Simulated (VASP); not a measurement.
# H10C5N2O in VASP: a series of runs, part 2 of 3

VASP 6.6.1. Earlier steps stand in the parts before.

### Step 3. Single point, PBE+D3(BJ)

INCAR

```
PREC = Accurate
ENCUT = 520
EDIFF = 1E-7
ISMEAR = -1
SIGMA = 0.02
LREAL = Auto
LASPH = True
NELM = 60
ALGO = Normal
ISIF = 2
LWAVE = False
LCHARG = True
GGA = PE
IVDW = 12
LELF = True
LVHAR = True
NBANDS = 70
```

KPOINTS

```
regular mesh
0
Gamma
  1 1 1
```

POSCAR

```
H10C5N2O
1.0
    7.2785630000      0.0000000000      0.0000000000
    0.0000000000      7.2785630000      0.0000000000
    0.0000000000      0.0000000000      7.2785630000
C O H N
10 2 20 4
Direct
    0.4936963519      0.9542130775      0.1886773529
    0.6448113453      0.4520947335      1.0206959808
    0.0650403108      0.0519195891      0.4580574490
    0.1160393885      0.1648951860      0.6085267106
    0.8104072191      0.5603990788      0.5362184816
    0.9526605732      0.4872939892      0.4203439608
    0.5946228672      1.0931278605      0.6935297531
    0.7379753394      0.9789844506      0.7781755822
    0.2059335064      0.6450449079      0.9438401509
    0.2917608874      0.6878555561      0.7669508391
    0.6334492124      0.8721089589      0.2995371476
    0.7423718116      0.6153275035      1.0815733820
    0.5150879370      1.1051494643      0.1974153415
    0.6616278515      0.7514944914      0.2486067648
    0.4931330539      0.9148509122      0.0470147748
    0.3545754842      0.9279578950      0.2431111746
    0.5482950412      0.4286972580      1.1317618601
    0.8151883827      0.6717122597      0.9832847500
    0.5739182308      0.4601457733      0.8910687453
    0.7452020406      0.3391603535      1.0380483071
    0.1071640103      0.1236233031      0.3351897895
    0.1388323492     -0.0787380696      0.4832409914
   -0.0847694799      0.0406124121      0.4512017001
    0.8470765452      0.7137810032      0.5602479500
    0.6729625065      0.5564010369      0.4768935846
    0.8210137083      0.5112135459      0.6775788023
    0.6296709941      1.2362879871      0.6663677981
    0.5754157792      1.0142111843      0.5625973149
    0.4724146786      1.0766823067      0.7807997265
    0.3046068297      0.6544835842      1.0598658004
    0.0923533945      0.7330567861      0.9545153350
    0.1666537749      0.4951389443      0.9221188303
    0.1610070559      0.2557922491      0.7325072270
    1.0619678637      0.4398945231      0.3141004619
    0.8530255217      0.8863700156      0.8425701612
    0.3489012872      0.7127505800      0.6198338875
```

Potentials or basis: VASP PAW PBE potentials, release 64 (C, O, H, N).

On the command line:

```sh
> cat potpaw_PBE.64/C/POTCAR potpaw_PBE.64/O/POTCAR potpaw_PBE.64/H/POTCAR potpaw_PBE.64/N/POTCAR > POTCAR
> mpirun -np 1 vasp_gam > vasp.out
```

Run time: 27 s. Hardware: 1 thread of AMD EPYC 9R45 (Zen 5), shared host; peak memory 0.33 GiB.

The run converged. Its results:

```yaml
Free_energy: -209.1137 eV
Pressure: 0.8 GPa
Largest_force: 2.974 eV/Å
Band_gap_on_the_k_mesh: 4.88 eV
Dispersion_energy_per_atom: -0.052 eV
```

Forces on the atoms (eV/Å):
```
C   -0.074  1.000  1.443
C    1.601  0.050  1.935
C    0.058 -0.489  0.257
C    0.234  0.768  1.012
C    1.050  2.169  0.720
C   -0.367  0.132 -0.333
C    0.435 -1.861 -0.134
C    0.523  0.658  0.401
C    1.856 -2.087 -1.023
C   -0.180 -0.105  0.757
O   -0.457  0.865  0.234
O   -0.619 -0.477 -0.557
H   -0.102 -0.293 -0.165
H    0.257 -0.273 -0.585
H    0.374 -0.418 -0.879
H    0.086 -0.146  0.075
H   -0.704 -0.116  0.068
H   -0.195  0.126  0.023
H   -0.068  0.167 -0.625
H   -0.264 -0.190 -0.782
H    0.302 -0.019 -0.664
H   -0.420 -0.048 -0.499
H   -0.093 -0.423 -0.074
H   -0.497 -1.405 -0.525
H   -0.140 -0.209  0.088
H   -0.221 -0.556 -0.049
H    0.205 -0.013  0.197
H   -0.408  0.522  0.141
H   -0.103  0.322 -0.287
H   -0.498  0.057 -0.384
H   -1.295  0.888  0.561
H   -0.013  1.003  0.552
N   -0.009 -0.163  0.027
N    0.287 -0.111 -0.138
N   -0.802  0.511 -0.451
N    0.262  0.163 -0.339
```

Stress tensor (GPa, compression positive):
```
 0.47 -0.18 -1.31
-0.18  0.44  0.25
-1.31  0.25  1.41
```

Levels at points of the mesh, in eV from the valence-band top:
| k point | band 42 | band 43 | band 44 | band 45 | band 46 | band 47 | band 48 | band 49 | band 50 | band 51 |
| --- | --- | --- | --- | --- | --- | --- | --- | --- | --- | --- |
| (0.00, 0.00, 0.00) | -1.66 | -1.60 | -1.43 | -0.49 | 0.00 | 4.88 | 5.05 | 5.17 | 5.52 | 5.66 |

Caveat: the k points lie up to 0.86 Å⁻¹ apart.

### Step 4. Single point, PBE+D3(BJ)

INCAR

```
  PREC = Accurate
  ENCUT = 520
  EDIFF = 1E-7
  ISMEAR = -1
  SIGMA = 0.02
  LREAL = Auto
  LASPH = True
  NELM = 100
  ALGO = Normal
  ISIF = 2
  LWAVE = False
  LCHARG = False
  GGA = PE
  IVDW = 12
  NBANDS = 70
```

KPOINTS is that of step 3.

POSCAR

```
H10C5N2O
1.0
    7.2785630000      0.0000000000      0.0000000000
    0.0000000000      7.2785630000      0.0000000000
    0.0000000000      0.0000000000      7.2785630000
C O H N
10 2 20 4
Direct
    0.4868268640      0.9322994113      0.1827970713
    0.6577122435      0.4338768518      1.0347372139
    0.0811698683      0.0534033984      0.4553920877
    0.1173720692      0.1554702487      0.6231037638
    0.8057084894      0.5481851294      0.5440634367
    0.9486213144      0.5089740928      0.4049837859
    0.5762950736      1.0892397304      0.6741028415
    0.7260499085      1.0060364937      0.7797143475
    0.2001768756      0.6280772729      0.9416419148
    0.2774036578      0.6977750965      0.7655082466
    0.6508290167      0.9019087971      0.2914723689
    0.7417947746      0.5887838025      1.1006293413
    0.4593901296      1.0703486389      0.1882377057
    0.6907682189      0.7757300445      0.2800415412
    0.5079711476      0.8917419551      0.0377134882
    0.3647011093      0.8569960856      0.2380140146
    0.5686287252      0.3800475451      1.1529061437
    0.8127291060      0.6589350123      1.0073142185
    0.5694668027      0.4596511702      0.9074043874
    0.7555887062      0.3219728949      1.0020247128
    0.1053779434      0.1424044829      0.3291034233
    0.1783731212     -0.0610422689      0.4573155443
   -0.0567144916      0.0012639858      0.4559004298
    0.8448233532      0.6490841668      0.6392607991
    0.6749409190      0.5834256020      0.4895334422
    0.8039636395      0.4123203990      0.6238456684
    0.6265247687      1.2295833669      0.6638535656
    0.5750723048      1.0283348513      0.5338691167
    0.4620417519      1.0787431530      0.7601500461
    0.3085224377      0.5884952840      1.0344624344
    0.1227989646      0.7545582830      0.9894810281
    0.1248460720      0.4985736882      0.9217341390
    0.1595919414      0.2380277536      0.7541598527
    1.0650041773      0.4559553857      0.3161200913
    0.8365112729      0.9255260963      0.8579852919
    0.3366323820      0.7374395193      0.6201498840
```

On the command line:

```sh
> cat potpaw_PBE.64/C/POTCAR potpaw_PBE.64/O/POTCAR potpaw_PBE.64/H/POTCAR potpaw_PBE.64/N/POTCAR > POTCAR
> mpirun -np 1 vasp_gam > vasp.out
```

It took 26 s on 1 thread of AMD EPYC 9R45 (Zen 5), shared host; peak memory 0.33 GiB.

Results (log left out):

```
Free energy                : -208.7903 eV
Pressure                   : 1.2 GPa
Largest force              : 4.610 eV/Å
Band gap on the k mesh     : 5.22 eV
Dispersion energy per atom : -0.052 eV
```

Forces in eV/Å, atoms in the order of the input:
```
C    0.613 -3.060  0.127
C   -1.566 -1.693 -0.369
C    0.928  0.938 -0.412
C    0.251  0.352 -0.136
C    1.348 -2.851 -0.413
C   -3.232  1.461  2.945
C    3.134 -0.033 -0.290
C   -2.013  0.384 -1.625
C   -0.136  1.729 -1.172
C    0.346 -1.041 -0.560
O   -0.598  0.993  0.087
O    0.999  2.016  0.020
H   -0.487  2.751  0.115
H   -0.134 -0.515 -0.592
H    0.014  0.010  0.271
H    0.547  0.135 -0.116
H    0.456  0.370 -1.143
H   -0.523 -0.422  0.439
H    0.434 -0.194  0.936
H    0.026  0.069 -0.018
H   -0.244 -0.587  1.035
H    0.007 -0.271 -0.134
H   -0.792 -0.271 -0.185
H    0.691  1.340  0.949
H   -1.033  0.012 -0.484
H   -0.372  1.199 -0.532
H   -0.595  0.664 -0.217
H   -0.343 -0.120  0.458
H   -1.915  0.017  0.485
H    0.484  0.257  0.455
H    0.119 -1.293  0.269
H   -0.365  0.413 -0.239
N   -0.264 -0.259 -0.231
N    2.925 -1.030 -2.333
N    1.735 -1.269  1.284
N   -0.445 -0.201  1.325
```

Stress tensor (GPa, compression positive):
```
 2.65 -0.58  0.44
-0.58  2.37  1.71
 0.44  1.71 -1.30
```

Levels at points of the mesh, in eV from the valence-band top:
```tsv
k point	band 44	band 45	band 46	band 47	band 48	band 49
(0.00, 0.00, 0.00)	-1.28	-0.16	0.00	5.22	5.52	5.66
```

Caveat: the k points lie up to 0.86 Å⁻¹ apart.

### Step 5. Single point, PBE+D3(BJ)

INCAR

```
SYSTEM = H10C5N2O
ALGO     = Normal         ! electronic algorithm
EDIFF    = 1E-6           ! SCF threshold, eV
ENCUT    = 520            ! plane-wave cutoff, eV
GGA      = PE             ! functional
ISIF     = 2              ! what is computed and relaxed
ISMEAR   = -1             ! smearing method
IVDW     = 12             ! dispersion correction
LASPH    = .TRUE.         ! aspherical terms in the spheres
LCHARG   = .FALSE.        ! write CHGCAR
LREAL    = Auto         
LWAVE    = .FALSE.        ! write WAVECAR
NBANDS   = 70             ! bands
NELM     = 60             ! most SCF steps
PREC     = Accurate       ! precision mode
SIGMA    = 0.02           ! smearing width, eV
```

KPOINTS

```
k-points
0
G
  1 1 1
  0 0 0
```

POSCAR

```
H10C5N2O
1.0
    7.2785630000      0.0000000000      0.0000000000
    0.0000000000      7.2785630000      0.0000000000
    0.0000000000      0.0000000000      7.2785630000
C O H N
10 2 20 4
Direct
    0.4625226161      0.9884231269      0.2211700304
    0.6273216293      0.3934705243      1.1338914014
    0.0553818109      0.0474132051      0.4749426501
    0.0830108910      0.1447538477      0.6474354897
    0.8540147279      0.5806778069      0.5180418168
    0.9855654200      0.5532135945      0.3774783566
    0.6064521252      1.0801582675      0.6759163862
    0.7223129071      0.9851120338      0.8028370435
    0.2098216365      0.6295748213      0.8867134900
    0.3352310065      0.6639359995      0.7339498195
    0.6569291219      0.9625526357      0.2551602562
    0.6535081169      0.5671723938      1.0627509853
    0.4326540830      1.0968373840      0.3114625785
    0.7064718681      0.8753650961      0.1657744805
    0.4255785105      1.0302857858      0.0768283520
    0.3758296796      0.8707213223      0.2757824587
    0.4952351172      0.3845264512      1.2074773551
    0.7678988284      0.5917651602      0.9971473765
    0.6115218073      0.2794645042      1.0290630170
    0.7238379334      0.3388031401      1.2298718854
    0.1060786312      0.1293387170      0.3528443733
    0.1278411686     -0.0858411200      0.4916355055
   -0.0908146292      0.0231913909      0.4523969910
    0.8377477807      0.7205405792      0.5642872089
    0.7200734541      0.5300771595      0.4774431437
    0.9072807366      0.4873077282      0.6277887545
    0.6826072674      1.2097168081      0.6582755415
    0.6180340817      1.0091689802      0.5432803151
    0.4736649253      1.0929629928      0.7436357973
    0.2659178742      0.5296100343      0.9876674833
    0.1830443729      0.7657418092      0.9436615442
    0.0798234487      0.5691782842      0.8295043953
    0.1077547862      0.2134075091      0.7898399725
    1.0998187417      0.5042066683      0.2754527233
    0.8129901465      0.8889254651      0.8924838598
    0.4195058832      0.6852039338      0.6002695862
```

Potentials or basis: VASP PAW PBE potentials, release 64 (C, O, H, N).

On the command line:

```sh
> cat potpaw_PBE.64/C/POTCAR potpaw_PBE.64/O/POTCAR potpaw_PBE.64/H/POTCAR potpaw_PBE.64/N/POTCAR > POTCAR
> mpirun -np 1 vasp_gam > vasp.out
```

OUTCAR:

```text
SYSTEM = H10C5N2O
   EDIFF = 1E-6
   ENCUT = 520
   GGA = PE
   ISIF = 2
   ISMEAR = -1
   IVDW = 12
   LASPH = .TRUE.
   LREAL = Auto
   NELM = 60
   PREC = Accurate
 IVDW          = 12

 ion  position               nearest neighbor table
   1  0.463  0.988  0.221-  13 1.05  15 1.13  16 1.14  11 1.45
   2  0.627  0.393  0.134-  20 1.07  17 1.10  19 1.13  12 1.38
   3  0.055  0.047  0.475-  23 1.09  22 1.11  21 1.13   4 1.46
   4  0.083  0.145  0.647-  33 1.16   3 1.46
   5  0.854  0.581  0.518-  24 1.08  25 1.08  26 1.12   6 1.42
   6  0.986  0.553  0.377-  34 1.17   5 1.42
   7  0.606  0.080  0.676-  29 1.09  28 1.10  27 1.10   8 1.43
   8  0.722  0.985  0.803-  35 1.16   7 1.43
   9  0.210  0.630  0.887-  31 1.09  30 1.11  32 1.12  10 1.46
  10  0.335  0.664  0.734-  36 1.16   9 1.46
  11  0.657  0.963  0.255-  14 0.98   1 1.45
  12  0.654  0.567  0.063-  18 0.98   2 1.38
  13  0.433  0.097  0.311-   1 1.05
  14  0.706  0.875  0.166-  11 0.98
  15  0.426  0.030  0.077-   1 1.13
  16  0.376  0.871  0.276-   1 1.14
  17  0.495  0.385  0.207-   2 1.10
[... 17 lines left out ...]
  35  0.813  0.889  0.892-   8 1.16
  36  0.420  0.685  0.600-  10 1.16

  LATTYP: Found a simple cubic cell.
 ALAT       =     7.2785630000

[... 232 lines left out ...]
  band No.  band energies     occupation
      1     -21.7983      2.00000
      2     -21.3799      2.00000
      3     -19.1585      2.00000
      4     -18.9916      2.00000
      5     -18.8072      2.00000
      6     -18.6926      2.00000
[... 50 lines left out ...]
     57       4.8955      0.00000
     58       5.1032      0.00000
 [bands above 58 left out]

------------------------ aborting loop because EDIFF is reached ----------------------------------------

 Edisp (eV)   -1.87330

 E8    (eV) :    -0.4385

  FORCE on cell =-STRESS in cart. coord.  units (eV):
  Direction    XX          YY          ZZ          XY          YZ          ZX
  --------------------------------------------------------------------------------------
  -------------------------------------------------------------------------------------
  Total       1.36255     1.46234     1.20942    -1.19882     2.41260    -0.62989
  in kB       5.66143     6.07607     5.02517    -4.98113    10.02440    -2.61721
  external pressure =        5.59 kB  Pullay stress =        0.00 kB

 VOLUME and BASIS-vectors are now :
 -----------------------------------------------------------------------------
  energy-cutoff  :      520.00
  volume of cell :      385.60
      direct lattice vectors                 reciprocal lattice vectors
     7.278563000  0.000000000  0.000000000     0.137389757  0.000000000  0.000000000
     0.000000000  7.278563000  0.000000000     0.000000000  0.137389757  0.000000000
     0.000000000  0.000000000  7.278563000     0.000000000  0.000000000  0.137389757

 POSITION                                       TOTAL-FORCE (eV/Angst)
 -----------------------------------------------------------------------------------
      3.36650      7.19430      1.60980         0.133628     -1.452211     -0.174546
      4.56600      2.86390      0.97454        -1.343823     -2.117975     -0.758112
      0.40310      0.34510      3.45690         0.562656      0.325041     -0.156257
      0.60420      1.05360      4.71240         0.103480     -0.072537     -0.401108
      6.21600      4.22650      3.77060        -0.013096     -0.890222      0.895355
      7.17350      4.02660      2.74750         1.211059     -0.497887     -1.255496
[... 28 lines left out ...]
      5.91740      6.47010      6.49600         0.241906     -0.087054      0.405580
      3.05340      4.98730      4.36910         0.482066      0.254836     -0.434694
 -----------------------------------------------------------------------------------
    total drift:                                0.019606      0.017592     -0.003989

  FREE ENERGIE OF THE ION-ELECTRON SYSTEM (eV)
  ---------------------------------------------------
  free  energy   TOTEN  =      -209.0320507855 eV

  energy  without entropy=     -209.0320507855  energy(sigma->0) =     -209.03205079
```

stdout:

```text
POSCAR found type information on POSCAR C O H N
 POSCAR found :  4 types and      36 ions
 scaLAPACK will be used
 LDA part: xc-table for (Slater+PW92), standard interpolation
 POSCAR, INCAR and KPOINTS ok, starting setup
 FFT: planning ... GRIDC
 FFT: planning ... GRID_SOFT
 FFT: planning ... GRID
 WAVECAR not read
 entering main loop
```

It took 23 s on 1 thread of AMD EPYC 9R45 (Zen 5), shared host; peak memory 0.33 GiB.

Results:

```yaml
Free_energy: -209.0321 eV
Pressure: 0.6 GPa
Largest_force: 2.620 eV/Å
Band_gap_on_the_k_mesh: 4.83 eV
Dispersion_energy_per_atom: -0.052 eV
```

Forces in eV/Å, atoms in the order of the input:
```
C    0.134 -1.452 -0.175
C   -1.344 -2.118 -0.758
C    0.563  0.325 -0.156
C    0.103 -0.073 -0.401
C   -0.013 -0.890  0.895
C    1.211 -0.498 -1.255
C    1.352  0.498  0.409
C    0.003 -1.087 -0.011
C    0.102 -0.307 -0.617
C   -0.736 -0.755  0.455
O   -0.439 -0.058 -0.210
O   -0.087  1.378 -0.159
H   -0.679  1.534  0.740
H   -0.094 -0.119 -0.097
H    0.305 -0.418  0.676
H    0.707  0.362 -0.805
H   -0.076  0.646 -0.100
H   -0.067 -0.491  0.238
H    0.298  0.750  0.141
H    1.255  0.007  0.598
H   -0.162 -0.560  0.847
H   -0.128  0.323 -0.418
H   -0.234 -0.108 -0.137
H    0.102  0.382  0.246
H   -0.464 -0.021 -0.192
H   -0.462  0.578  0.069
H   -0.718  0.495 -0.089
H   -0.614 -0.211 -0.116
H   -0.439  0.280 -0.575
H   -0.163  0.616 -0.310
H   -0.285 -0.094  0.563
H    0.733  0.410  0.399
N    0.079  0.170  0.019
N   -0.466  0.335  0.314
N    0.242 -0.087  0.406
N    0.482  0.255 -0.435
```

Caveat: the k points lie up to 0.86 Å⁻¹ apart; the atoms stand as in a frame of molecular dynamics.

(Continued in part 3 of 3.)
